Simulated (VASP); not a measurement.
# WS2: single point with PBEsol

The system is WS2, a slab with vacuum.

```xyz
6
Lattice="3.1832 0.0000 0.0000 -1.5916 2.7567 0.0000 0.0000 0.0000 23.6688" Properties=species:S:1:pos:R:3 pbc="T T T"
W     0.0000    1.8378   15.0845
W     1.5916    0.9189    8.5842
S     0.0000    1.8378    7.0253
S     1.5916    0.9189   13.5253
S     0.0000    1.8378   10.1434
S     1.5916    0.9189   16.6435
```

* Program: VASP 6.6.1
* Task: single point
* Functional: PBEsol
* Potentials or basis: VASP PAW PBE potentials, release 64 (W_sv, S)
* Cutoff: 520 eV
* k mesh: 9 × 9 × 2
* Occupations: fermi-dirac, width 0.1 eV
* Spin: no spin polarisation
* Dipole correction: no
* k mesh for the DOS: 14 × 14 × 3
* Occupations for the DOS: tetrahedron
* Further INCAR settings: ALGO = Normal; EDIFF = 1e-06

```yaml
Valence_electrons_inside_the_program's_atomic_spheres: W 12.04; S 3.70, 3.69 (each value once)
```

Levels at points of the mesh, in eV from the valence-band top:
| k point | band 22 | band 23 | band 24 | band 25 | band 26 | band 27 | band 28 | band 29 | band 30 | band 31 |
| --- | --- | --- | --- | --- | --- | --- | --- | --- | --- | --- |
| (0.00, 0.00, 0.00) | -1.97 | -1.96 | -1.96 | -0.49 | 0.00 | 2.58 | 2.58 | 2.59 | 2.70 | 2.77 |
| (0.50, 0.00, 0.00) | -2.39 | -1.62 | -1.57 | -1.28 | -1.23 | 2.52 | 2.53 | 2.94 | 3.03 | 3.59 |

Wall time 4.1 min on 1 thread of AMD EPYC 9R45 (Zen 5), on a shared host, peak memory 0.48 GiB.

Caveat: spin-orbit coupling is left out, which moves the levels of the heavy elements.
